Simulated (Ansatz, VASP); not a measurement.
**LiHf3As2: VASP beside Ansatz**

INCAR

```
PREC = Accurate ; ENCUT = 600
EDIFF = 1E-6 ; ISMEAR = 0
SIGMA = 0.1 ; LREAL = False
LASPH = True ; NELM = 80
ALGO = Normal ; ISIF = 3
LWAVE = False ; LCHARG = False
GGA = PE ; IBRION = 2
NSW = 90 ; EDIFFG = -0.04
```

Contents of KPOINTS:

```
regular mesh
0
Gamma
  6 6 4
```

Contents of POSCAR:

```
LiHf3As2
1.0
    5.6213795100      0.0000000000      0.0000000000
   -2.8106897500      4.8682574600      0.0000000000
    0.0000000000      0.0000000000      4.3721938200
Li Hf As
1 3 2
Direct
    0.0000000000      0.0000000000      0.0000000000
    0.5000000000      0.0000000000      0.5000000000
    0.5000000000      0.5000000000      0.5000000000
    0.0000000000      0.5000000000      0.5000000000
    0.3333333300      0.6666666700      0.0000000000
    0.6666666700      0.3333333300      0.0000000000
```

Input for Ansatz:

```yaml
crystal:
  lattice:
    - [5.62137951, 0.0, 0.0]
    - [-2.81068975, 4.86825746, 0.0]
    - [0.0, 0.0, 4.37219382]
  atoms:
    - { symbol: Li, position: [0.0, 0.0, 0.0] }
    - { symbol: Hf, position: [0.5, 0.0, 0.5] }
    - { symbol: Hf, position: [0.5, 0.5, 0.5] }
    - { symbol: Hf, position: [0.0, 0.5, 0.5] }
    - { symbol: As, position: [0.33333333, 0.66666667, 0.0] }
    - { symbol: As, position: [0.66666667, 0.33333333, 0.0] }
basis:
  ecutwfc: 420
kpoints:
  mp_grid: { grid: [6, 6, 4] }
hamiltonian:
  xc: pbe
scf:
  occupations: { method: gaussian, width: 0.1 }
  lower_state_search: "off"
output:
  forces: true
  stress: true
  eigenvalues: true
relax:
  adjacent_minimum: "off"
  f_tol: 0.04
  max_steps: 70
  cell: { stress_tol: 0.4 }
```

Change from the starting cell: species swapped into the GdAl3Pd2 type (P6/mmm, No. 191).

Alike in both runs: task relaxation of cell and atoms; functional PBE; k mesh 6 × 6 × 4; occupations gaussian, width 0.1 eV; no spin polarisation.

|  | VASP | Ansatz |
| --- | --- | --- |
| version | VASP 6.6.1 | Ansatz 0.2.0 |
| potentials or method | VASP PAW PBE potentials, release 64 (Li_sv, Hf_pv, As), cutoff 600 eV | scalar-relativistic, plane waves, PAW |
| valence electrons in the cell | 43 | 111 |

|  | VASP | Ansatz | Ansatz less VASP |
| --- | --- | --- | --- |
| gap on the k mesh at the Fermi level, each at its own relaxed structure (eV) | none | none | - |
| relaxed volume (Å³/atom) | 23.21 | 23.31 | +0.093 |
| relaxed cell length with the largest relative difference (Å) | 6.426 | 6.443 | +0.0174 |

A gap of «none» marks a metal or a gap that the smearing closes. VASP's potentials hold 43 valence electrons a cell and Ansatz's 111, so a difference there can come from the potentials and not from the codes.

Neither program's run includes spin-orbit coupling. Noted on VASP's run: the cutoff is short for stress, so the pressure is rough; the volume moved by over 15 % at a fixed basis, so the end points are rough.
